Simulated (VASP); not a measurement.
# SiC (Moissanite 3C) (F-43m) in VASP: a series of runs, part 2 of 2

VASP 6.6.1. Earlier steps stand in the parts before.

### Step 4. Relaxation of cell and atoms, PBE

This run uses another cell than the first one, of 10.35 Å³/atom, 0.985 times its volume.

INCAR

```
SYSTEM = SiC
PREC = Accurate ; ENCUT = 600
EDIFF = 1E-7 ; ISMEAR = 0
SIGMA = 0.01 ; LREAL = .FALSE.
LASPH = .TRUE. ; NELM = 120
ALGO = Normal ; ISIF = 3
LWAVE = .FALSE. ; LCHARG = .FALSE.
GGA = PE ; IBRION = 2
NSW = 80 ; EDIFFG = -0.01
GGA_COMPAT = .FALSE. ; NELMIN = 4
```

KPOINTS

```
regular mesh
0
G
  7 7 7
  0 0 0
```

POSCAR

```
SiC
1.0
    0.0000000000      2.1790000000      2.1790000000
    2.1790000000      0.0000000000      2.1790000000
    2.1790000000      2.1790000000      0.0000000000
Si C
1 1
Direct
    0.0000000000      0.0000000000      0.0000000000
    0.2500000000      0.2500000000      0.2500000000
```

Potentials or basis: VASP PAW PBE potentials, release 64 (Si, C).

Run with:

```sh
$ cat potpaw_PBE.64/Si/POTCAR potpaw_PBE.64/C/POTCAR > POTCAR
$ mpirun -np 1 vasp_std > vasp.out
```

OUTCAR:

```text
SYSTEM = SiC
   PREC = Accurate
   ENCUT = 600
   EDIFF = 1E-7
   ISMEAR = 0
   LREAL = .FALSE.
   LASPH = .TRUE.
   NELM = 120
   ISIF = 3
   GGA = PE
   IBRION = 2
   NSW = 80
   EDIFFG = -0.01
   NELMIN = 4

 ion  position               nearest neighbor table
   1  0.000  0.000  0.000-   2 1.89   2 1.89   2 1.89   2 1.89
   2  0.250  0.250  0.250-   1 1.89   1 1.89   1 1.89   1 1.89

  LATTYP: Found a face centered cubic cell.
 ALAT       =     4.3580000000

  Lattice vectors:

 A1 = (   0.0000000000,   2.1790000000,   2.1790000000)
 A2 = (   2.1790000000,   0.0000000000,   2.1790000000)
 A3 = (   2.1790000000,   2.1790000000,   0.0000000000)

Analysis of symmetry for initial positions (statically):
=====================================================================
 Subroutine PRICEL returns:
 Original cell was already a primitive cell.

 Routine SETGRP: Setting up the symmetry group for a
 face centered cubic supercell.

 Subroutine GETGRP returns: Found 24 space group operations
 (whereof 24 operations were pure point group operations)
 out of a pool of 48 trial point group operations.

The static configuration has the point symmetry T_d .

Analysis of symmetry for dynamics (positions and initial velocities):
=====================================================================
 Subroutine PRICEL returns:
 Original cell was already a primitive cell.

 Routine SETGRP: Setting up the symmetry group for a
 face centered cubic supercell.

 Subroutine GETGRP returns: Found 24 space group operations
 (whereof 24 operations were pure point group operations)
 out of a pool of 48 trial point group operations.

The dynamic configuration has the point symmetry T_d .

 Subroutine INISYM returns: Found 24 space group operations
 (whereof 24 operations are pure point group operations),
 and found     1 'primitive' translations

----------------------------------------------------------------------------------------
[... 98 lines left out ...]
   PSTRESS=    0.0 pullay stress
   NELECT =       8.0000    total number of electrons
   NUPDOWN=      -1.0000    fix difference up-down
   EMIN   =  10.00;   EMAX   =-10.00  energy-range for DOS
   EFERMI =   0.00;   METHOD = LEGACY
   ISMEAR =     0;   SIGMA  =   0.01  broadening in eV -4-tet -1-fermi 0-gaus
   EFERMI_NEDOS =   21; number of points for ismear=-14 and -15
   IALGO  =     38    algorithm
   IMIX   =      4    mixing-type and parameters
     AMIX     =   0.40;   BMIX     =  1.00
     AMIX_MAG =   1.60;   BMIX_MAG =  1.00
  volume/ion in A,a.u.               =      10.35        69.82
  Fermi-wavevector in a.u.,A,eV,Ry     =   1.192626  2.253736 19.352338  1.422357
  Thomas-Fermi vector in A             =   2.328660
   LORBIT       =      0    0 simple, 1 ext, 2 COOP (PROOUT), +10 PAW based schemes
   GGA     = PE    functional components
   LHFCALC =     F    Hartree Fock is set to
   AEXX    =    0.0000 exact exchange contribution
   IVDW    =     0    specifies the selected vdW correction
   LEPSILON=     F    determine dielectric tensor
   LRPA    =     F    only Hartree local field effects (RPA)
 conjugate gradient relaxation of ions
 non-spin polarized calculation
 Gauss-broadening in eV      SIGMA  =   0.01
  energy-cutoff  :      600.00
  volume of cell :       20.69
 maximum number of plane-waves:       701
 NGX is ok and might be reduce to    28
   NGX = 13   NGY = 13   NGZ = 13

--------------------------------------- Ionic step        1  -------------------------------------------

 number of electron       8.0000000 magnetization

 Free energy of the ion-electron system (eV)
  ---------------------------------------------------
  ext. energy  EPLUGINS =         0.00000000
  ---------------------------------------------------
  free energy    TOTEN  =       -15.05574651 eV

  energy without entropy =      -15.05574651  energy(sigma->0) =      -15.05574651

------------------------ aborting loop because EDIFF is reached ----------------------------------------

  FORCE on cell =-STRESS in cart. coord.  units (eV):
  Direction    XX          YY          ZZ          XY          YZ          ZX
  --------------------------------------------------------------------------------------
  -------------------------------------------------------------------------------------
  Total        0.3988822      0.3988822      0.3988822      0.0000000      0.0000000     -0.0000000
  in kB       30.8854208     30.8854208     30.8854208      0.0000000      0.0000000     -0.0000000
  external PRESSURE =      30.8854208 kB  Pullay stress =       0.0000000 kB
[... 59 lines left out ...]
--------------------------------------- Ionic step        3  -------------------------------------------

 number of electron       8.0000000 magnetization

 Free energy of the ion-electron system (eV)
  ---------------------------------------------------
  ext. energy  EPLUGINS =         0.00000000
  ---------------------------------------------------
  free energy    TOTEN  =       -15.05854547 eV

  energy without entropy =      -15.05854547  energy(sigma->0) =      -15.05854547

 E-fermi :   8.0023     XC(G=0): -11.2936

 val. band max:        7.9511158188   @ k =   0.0000   0.0000   0.0000
 cond. band min:       9.5554331715   @ k =   0.4286   0.4286   0.0000
 fundamental gap:      1.6043173527
 Fermi energy:         8.0023038030

 k-point     1 :       0.0000    0.0000    0.0000
  band No.  band energies     occupation
      1      -7.3426      2.00000
      2       7.9511      2.00000
      3       7.9511      2.00000
      4       7.9511      2.00000
      5      14.0185      0.00000
      6      15.1591      0.00000
      7      15.1591      0.00000
      8      15.1591      0.00000
[... 236 lines left out ...]
  FREE ENERGIE OF THE ION-ELECTRON SYSTEM (eV)
  ---------------------------------------------------
  free  energy   TOTEN  =       -15.0585454718 eV

  energy  without entropy=      -15.0585454718  energy(sigma->0) =      -15.05854547

 reached required accuracy - stopping structural energy minimisation
```

OSZICAR:

```text
N       E                     dE             d eps       ncg     rms          rms(c)
DAV:   1     0.900735743267E+01    0.90074E+01   -0.44209E+03   336   0.946E+02
DAV:   2    -0.164427968804E+02   -0.25450E+02   -0.23064E+02   472   0.113E+02
DAV:   3    -0.169111298709E+02   -0.46833E+00   -0.46833E+00   336   0.191E+01
[... 26 lines left out ...]
DAV:   4    -0.150585449318E+02    0.33989E-04   -0.51866E-05   352   0.440E-02    0.162E-02
DAV:   5    -0.150585451746E+02   -0.24278E-06   -0.15119E-06   456   0.995E-03    0.890E-03
DAV:   6    -0.150585456539E+02   -0.47932E-06   -0.13798E-07   256   0.314E-03    0.141E-03
DAV:   7    -0.150585455229E+02    0.13103E-06   -0.26736E-08   184   0.118E-03    0.270E-04
DAV:   8    -0.150585454718E+02    0.51062E-07   -0.21531E-09   168   0.443E-04
   3 F= -.15058545E+02 E0= -.15058545E+02  d E =-.279896E-02
```

Wall time 25 s (1 thread of Intel Xeon 8259CL, shared host); peak memory 0.15 GiB.

Results:

```
Free energy                            : -15.0585 eV
Relaxed volume                         : 10.49 Å³/atom
Relaxed cell                           : a = 3.096 Å, b = 3.096 Å, c = 3.096 Å, α = 60.00°, β = 60.00°, γ = 60.00°
Space group after relaxing (to 0.05 Å) : F-43m (No. 216)
Energy gained by relaxing              : 1.4 meV/atom
Ionic steps                            : 3
Pressure after relaxing                : 0.0 GPa
Band gap on the k mesh                 : 1.60 eV, indirect (least direct gap 4.66 eV)
```

The path:
```csv
step,energy change (eV),largest force (eV/Å),pressure (GPa),volume (Å³)
1,0.0000,0.0000,3.09,20.69
2,0.0001,0.0000,-3.00,21.29
3,-0.0028,0.0000,0.00,20.99
```

Final structure:
```yaml
crystal:
  lattice:
    - [0.00000, 2.18930, 2.18930]
    - [2.18930, 0.00000, 2.18930]
    - [2.18930, 2.18930, 0.00000]
  atoms:
    - { symbol: Si, position: [0.00000, 0.00000, 0.00000] }
    - { symbol: C, position: [0.25000, 0.25000, 0.25000] }
```

Levels at points of the mesh, in eV from the valence-band top:
```csv
k point,band 1,band 2,band 3,band 4,band 5,band 6,band 7,band 8
"(0.00, 0.00, 0.00)",-15.29,0.00,0.00,0.00,6.07,7.21,7.21,7.21
```

A k mesh can miss the band edges. Zero-point motion and thermal expansion aren't in these numbers.

### Step 5. Relaxation of cell and atoms, revPBE+D3(BJ)

This run uses another cell than the first one, of 10.35 Å³/atom, 0.985 times its volume.

INCAR

```
PREC = Accurate
ENCUT = 600
EDIFF = 1E-7
ISMEAR = 0
SIGMA = 0.01
LREAL = False
LASPH = True
NELM = 120
ALGO = Normal
ISIF = 3
LWAVE = False
LCHARG = False
GGA = RE
IVDW = 12
IBRION = 2
NSW = 80
EDIFFG = -0.01
GGA_COMPAT = False
NELMIN = 4
```

KPOINTS

```
Automatic mesh
0
Gamma
  7 7 7
```

POSCAR is that of step 4.

Run with:

```sh
$ cat potpaw_PBE.64/Si/POTCAR potpaw_PBE.64/C/POTCAR > POTCAR
$ mpirun -np 1 vasp_std > vasp.out
```

Wall time 29 s (1 thread of Intel Xeon 8259CL, shared host); peak memory 0.16 GiB.

It converged, with:

```
Free energy                            : -15.6464 eV
Relaxed volume                         : 10.15 Å³/atom
Relaxed cell                           : a = 3.062 Å, b = 3.062 Å, c = 3.062 Å, α = 60.00°, β = 60.00°, γ = 60.00°
Space group after relaxing (to 0.05 Å) : F-43m (No. 216)
Energy gained by relaxing              : 2.7 meV/atom
Ionic steps                            : 3
Pressure after relaxing                : 0.0 GPa
Band gap on the k mesh                 : 1.59 eV, indirect (least direct gap 4.69 eV)
Dispersion energy per atom             : -0.612 eV
```

Step by step:
| step | energy change (eV) | largest force (eV/Å) | pressure (GPa) | volume (Å³) |
| --- | --- | --- | --- | --- |
| 1 | 0.0000 | 0.0000 | -4.23 | 20.69 |
| 2 | 0.0005 | 0.0000 | 4.75 | 19.89 |
| 3 | -0.0054 | 0.0000 | 0.00 | 20.29 |

Final structure:
```
CELL_PARAMETERS angstrom
0.00000 2.16487 2.16487
2.16487 0.00000 2.16487
2.16487 2.16487 0.00000
ATOMIC_POSITIONS crystal
Si 0.00000 0.00000 0.00000
C 0.25000 0.25000 0.25000
```

Levels at points of the mesh, in eV from the valence-band top:
| k point | band 1 | band 2 | band 3 | band 4 | band 5 | band 6 | band 7 | band 8 |
| --- | --- | --- | --- | --- | --- | --- | --- | --- |
| (0.00, 0.00, 0.00) | -15.57 | 0.00 | 0.00 | 0.00 | 6.47 | 7.48 | 7.48 | 7.48 |

Caveat: the PAW data sets were made with another functional, which shifts forces and pressure a little. A k mesh can miss the band edges.

### Step 6. Summary

| task | level | cell | gap on the mesh (eV) | pressure (GPa) | relaxed volume (Å³/atom) |
| --- | --- | --- | --- | --- | --- |
| single point | PBE | a = 3.097 Å, angles 60.0°, 2 atoms | 1.60 | -0.1 | - |
| single point | revPBE+D3(BJ) | a = 3.064 Å, angles 60.0°, 2 atoms | 1.59 | -0.5 | - |
| relaxation of cell and atoms | PBE | relaxed from a = 3.082 Å, angles 60.0°, 2 atoms | 1.60 | 0.0 | 10.49 |
| relaxation of cell and atoms | revPBE+D3(BJ) | relaxed from a = 3.082 Å, angles 60.0°, 2 atoms | 1.59 | 0.0 | 10.15 |

Alike in all rows: potentials or basis VASP PAW PBE potentials, release 64 (Si, C); no spin polarisation; k mesh 7 × 7 × 7; cutoff (eV) 600; smearing gaussian 0.01 eV.

Caveats: the PAW data sets were made with another functional, which shifts forces and pressure a little (some runs).

Total energies depend on the potentials used, so only differences within one code and one set of settings carry meaning.

### Step 7. How close it comes

Step 2. Measured gap of SiC: 2.4 eV (indirect; quoted in “Insight into the structural, elastic and electronic properties of a new orthorhombic 6O-SiC polytype”, 2020, pmc:7200658). This calculation gives 1.60 eV (-0.80 eV). The value is that of PBE on a finite k mesh, which can miss the band edges, without temperature or zero-point motion. Semilocal functionals fall short of measured gaps as a rule.

Step 3. A measured gap of SiC is 2.4 eV (indirect; quoted in “Insight into the structural, elastic and electronic properties of a new orthorhombic 6O-SiC polytype”, 2020, pmc:7200658); the calculated 1.59 eV misses it by -0.81 eV. The value is that of revPBE+D3(BJ) on a finite k mesh, which can miss the band edges, without temperature or zero-point motion. Semilocal functionals fall short of measured gaps as a rule.
